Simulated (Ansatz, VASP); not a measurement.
# One calculation of Bi, two programs

The input INCAR:

```
AGGAC = 1.0
AGGAX = 1.0
ALDAC = 0.0
ALDAX = 1.0
ALGO = Normal
EDIFF = 1E-6
ENCUT = 520
GGA = B5
ISIF = 2
ISMEAR = -1
LASPH = True
LCHARG = False
LREAL = False
LWAVE = False
NBANDS = 22
NELM = 80
PREC = Accurate
SIGMA = 0.1
```

Contents of KPOINTS:

```
k-points
0
Gamma
  12 12 8
```

POSCAR

```
Bi
1.0
   -3.2950544080      3.3162324002      1.7534814723
    3.3162324002     -3.2950544080      1.7534814723
    3.2827239985      3.2827239985     -1.7146939408
Bi
2
Direct
    0.9994617026      0.0005382974      0.0000000000
    0.7505382974      0.2494617026      0.5000000000
```

Input for Ansatz:

```yaml
crystal:
  lattice:
    - [-3.295054408, 3.3162324002, 1.7534814723]
    - [3.3162324002, -3.295054408, 1.7534814723]
    - [3.2827239985, 3.2827239985, -1.7146939408]
  atoms:
    - { symbol: Bi, position: [0.9994617026, 0.0005382974, 0.0] }
    - { symbol: Bi, position: [0.7505382974, 0.2494617026, 0.5] }
hamiltonian:
  xc: blyp
  pseudopotentials:
    kind: paw
    azcp:
      Bi: "pseudopotentials/Bi.paw.azcp"
basis:
  ecutwfc: 420
  fft_grid_basis: typed
kpoints:
  mp_grid: { grid: [12, 12, 8], shift: [0, 0, 0] }
magnetization:
  spin_polarized: false
scf:
  occupations: { method: fermi_dirac, width: 0.1 }
  lower_state_search: "off"
output:
  stress: true
```

Alike in both runs: task single point; functional BLYP; k mesh 12 × 12 × 8; occupations fermi-dirac, width 0.1 eV; no spin polarisation.

|  | VASP | Ansatz |
| --- | --- | --- |
| version | VASP 6.6.1 | Ansatz 0.2.0 |
| potentials or method | VASP PAW PBE potentials, release 64 (Bi_d), cutoff 520 eV | plane waves (420 eV) with PAW, scalar-relativistic |
| valence electrons in the cell | 30 | 30 |

|  | VASP | Ansatz | Ansatz less VASP |
| --- | --- | --- | --- |
| pressure (GPa) | -1.3 | -1.3 | -0.08 |
| traceless stress, the component that is largest in VASP (GPa) | 0.11 | 0.11 | 0.000 |

VASP's potentials were made for PBE, not for BLYP. The functional is the same, so the differences come from potentials, cutoffs and numerics.

Spin-orbit coupling is off throughout.
